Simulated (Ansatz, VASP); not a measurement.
Two plane-wave programs on Br

```
Br
1.0
     6.35643    0.00000    0.00000
     0.00000    6.35643    0.00000
     0.00000    0.00000    6.35643
Br
8
Direct
  0.50000 0.50000 0.50000
  0.00000 0.00000 0.00000
  0.25000 0.00000 0.50000
  0.50000 0.25000 0.00000
  0.50000 0.75000 0.00000
  0.75000 0.00000 0.50000
  0.00000 0.50000 0.75000
  0.00000 0.50000 0.25000
```

Alike in both runs: task single point; functional PBE; k mesh 4 × 4 × 4; occupations gaussian, width 0.1 eV; no spin polarisation.

|  | VASP | Ansatz |
| --- | --- | --- |
| version | VASP 6.6.1 | Ansatz 0.2.0 |
| potentials or method | VASP PAW PBE potentials, release 64 (Br), cutoff 520 eV | scalar-relativistic, plane waves, PAW |
| valence electrons in the cell | 56 | 56 |

|  | VASP | Ansatz | Ansatz less VASP |
| --- | --- | --- | --- |
| gap on the k mesh at the Fermi level (eV) | none | none | - |
| pressure (GPa) | -3.4 | -3.4 | 0.00 |

A gap of «none» marks a metal or a gap that the smearing closes.
